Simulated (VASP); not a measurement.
A run of VASP 6.6.1 is set up as follows.

File INCAR:

```
SYSTEM = YF3
PREC = Accurate ; ENCUT = 520
EDIFF = 1E-7 ; ISMEAR = 0
SIGMA = 0.02 ; LREAL = Auto
LASPH = .True. ; NELM = 100
ALGO = Normal ; ISIF = 2
LWAVE = .False. ; LCHARG = .False.
NBANDS = 78
```

File KPOINTS:

```
regular mesh
0
Gamma
  4 4 6
  0 0 0
```

File POSCAR:

```
YF3
1.0
    6.3014410819      0.0000000000      0.0000000000
    0.0000000000      6.7469023903      0.0000000000
    0.0000000000      0.0000000000      4.2631509146
Y F
4 12
Direct
    0.3696607291      0.2500000000      0.0651265395
    0.1303392709      0.7500000000      0.5651265395
    0.8696607291      0.2500000000      0.4348734605
    0.6303392709      0.7500000000      0.9348734605
    0.5208232325      0.2500000000      0.5828503786
    0.9791767675      0.7500000000      0.0828503786
    0.0208232325      0.2500000000      0.9171496214
    0.4791767675      0.7500000000      0.4171496214
    0.1661111434      0.0631590066      0.3850071367
    0.3338888566      0.9368409934      0.8850071367
    0.6661111434      0.4368409934      0.1149928633
    0.8338888566      0.5631590066      0.6149928633
    0.8338888566      0.9368409934      0.6149928633
    0.6661111434      0.0631590066      0.1149928633
    0.3338888566      0.5631590066      0.8850071367
    0.1661111434      0.4368409934      0.3850071367
```

Potentials or basis: VASP PAW LDA potentials, release 64 (Y_sv, F).

The run is started by

```sh
$ cat potpaw_LDA.64/Y_sv/POTCAR potpaw_LDA.64/F/POTCAR > POTCAR
$ mpirun -np 1 vasp_std > vasp.out
```

Q: Estimate the band gap on the k mesh.

A: 8.05 eV, direct.

Q: Predict the largest force.

A: 0.011 eV/Å.

Q: What does it give for the pressure?

A: 0.1 GPa.

Forces on the atoms (eV/Å):
```
Y   -0.007  0.000 -0.005
Y    0.007  0.000 -0.005
Y   -0.007  0.000  0.005
Y    0.007  0.000  0.005
F   -0.007  0.000  0.003
F    0.007  0.000  0.003
F   -0.007  0.000 -0.003
F    0.007  0.000 -0.003
F    0.007 -0.008  0.004
F   -0.007  0.008  0.004
F    0.007  0.008 -0.004
F   -0.007 -0.008 -0.004
F   -0.007  0.008 -0.004
F    0.007 -0.008 -0.004
F   -0.007 -0.008  0.004
F    0.007  0.008  0.004
```

A k mesh can miss the band edges.
